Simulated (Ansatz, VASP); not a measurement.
## Te in VASP and in Ansatz

```
CELL_PARAMETERS angstrom
4.05798 0.00000 0.00000
-2.02899 3.51431 0.00000
0.00000 0.00000 4.41344
ATOMIC_POSITIONS crystal
Te 0.33333 0.66667 0.25000
Te 0.66667 0.33333 0.75000
```

Alike in both runs: functional PBE; k mesh 11 × 11 × 6; occupations fermi-dirac, width 0.1 eV; no spin polarisation.

Ansatz relaxed the structure, and its values are those at the end. VASP's run is a single point on that final structure, the one shown.

|  | VASP | Ansatz |
| --- | --- | --- |
| version | VASP 6.6.1 | Ansatz 0.2.0 |
| potentials or method | VASP PAW PBE potentials, release 64 (Te), cutoff 520 eV | plane waves (420 eV) with PAW, scalar-relativistic |
| valence electrons in the cell | 12 | 32 |

VASP gave:

```
pressure (GPa) : -0.1
```

Q: What did Ansatz give for the same quantities?

A: Pressure (GPa): 0.0.

VASP's potentials hold 12 valence electrons a cell and Ansatz's 32, so a difference there can come from the potentials and not from the codes.

Spin-orbit coupling is off throughout.
